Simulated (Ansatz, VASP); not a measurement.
## One calculation of H4SO, two programs

```
H S O
1.0
     0.00000    3.09140    3.09140
     3.09140    0.00000    3.09140
     3.09140    3.09140    0.00000
H S O
4 1 1
Direct
  0.87722 0.37426 0.37426
  0.37426 0.37426 0.37426
  0.37426 0.87722 0.37426
  0.37426 0.37426 0.87722
  0.00000 0.00000 0.00000
  0.75000 0.75000 0.75000
```

Change from the starting cell: species swapped into the ErCdCu4 type (F-43m, No. 216).

Alike in both runs: task single point; functional PBE; dispersion D3(BJ); k mesh 6 × 6 × 6; occupations gaussian, width 0.1 eV; collinear spin.

```csv
,VASP,Ansatz
version,VASP 6.6.1,Ansatz 0.2.0
potentials or method,"VASP PAW PBE potentials, release 64 (H, S, O), cutoff 520 eV","scalar-relativistic, plane waves, PAW"
valence electrons in the cell,16,16
```

|  | VASP | Ansatz | Ansatz less VASP |
| --- | --- | --- | --- |
| gap on the k mesh at the Fermi level (eV) | none | none | - |
| pressure (GPa) | -19.2 | -19.0 | +0.14 |
| rms of the force components (eV/Å) | 0.033 | 0.033 | -0.0005 |
| net moment per atom (μB) | 0.29 | 0.29 | 0.000 |
| size of the moment on the site where the two differ most (μB) | 1.12 | 1.30 | +0.178 |

Site moments also hang on the region over which each program counts them. Atom by atom the forces differ by 0.001 eV/Å (rms over components). A gap of «none» marks a metal or a gap that the smearing closes.
